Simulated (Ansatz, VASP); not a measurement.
**Sn in VASP and in Ansatz**

INCAR

```
ALGO = Normal
EDIFF = 1E-6
ENCUT = 520
GGA = RE
ISIF = 2
ISMEAR = -1
LASPH = T
LCHARG = T
LELF = T
LREAL = F
LVHAR = T
LWAVE = F
NBANDS = 36
NELM = 80
PREC = Accurate
SIGMA = 0.1
```

KPOINTS

```
k-points
0
Gamma
  12 12 4
```

File POSCAR:

```
Sn
1.0
    3.4592177780      0.0000000000      0.0000000000
   -1.7296088890      2.9957704730      0.0000000000
    0.0000000000      0.0000000000     11.4206119282
Sn
4
Direct
    0.0000000000      0.0000000000      0.0000000000
    0.0000000000      0.0000000000      0.5000000000
    0.3333333333      0.6666666667      0.2500000000
    0.6666666667      0.3333333333      0.7500000000
```

Input for Ansatz:

```yaml
crystal:
  lattice:
    - [3.459217778, 0.0, 0.0]
    - [-1.729608889, 2.995770473, 0.0]
    - [0.0, 0.0, 11.4206119282]
  atoms:
    - { symbol: Sn, position: [0.0, 0.0, 0.0] }
    - { symbol: Sn, position: [0.0, 0.0, 0.5] }
    - { symbol: Sn, position: [0.3333333333, 0.6666666667, 0.25] }
    - { symbol: Sn, position: [0.6666666667, 0.3333333333, 0.75] }
hamiltonian:
  xc: revpbe
  pseudopotentials:
    kind: paw
    azcp:
      Sn: "pseudopotentials/Sn.paw.azcp"
basis:
  ecutwfc: 420
  fft_grid_basis: typed
kpoints:
  mp_grid: { grid: [12, 12, 4], shift: [0, 0, 0] }
magnetization:
  spin_polarized: false
scf:
  occupations: { method: fermi_dirac, width: 0.1 }
  lower_state_search: "off"
output:
  stress: true
  write_density: true
  write_potential: true
  elf: true
  volumetric_format: npy
```

Alike in both runs: task single point; functional revPBE; k mesh 12 × 12 × 4; occupations fermi-dirac, width 0.1 eV; no spin polarisation.

|  | VASP | Ansatz |
| --- | --- | --- |
| version | VASP 6.6.1 | Ansatz 0.2.0 |
| potentials or method | VASP PAW PBE potentials, release 64 (Sn_d), cutoff 520 eV | plane waves (420 eV) with PAW, scalar-relativistic |
| valence electrons in the cell | 56 | 56 |

```csv
,VASP,Ansatz,Ansatz less VASP
pressure (GPa),-1.4,-1.4,+0.04
"traceless stress, the component that is largest in VASP (GPa)",-0.07,-0.07,+0.001
```

VASP's potentials were made for PBE, not for revPBE. With one functional, cell and mesh, what is left measures potentials, basis and numerics.
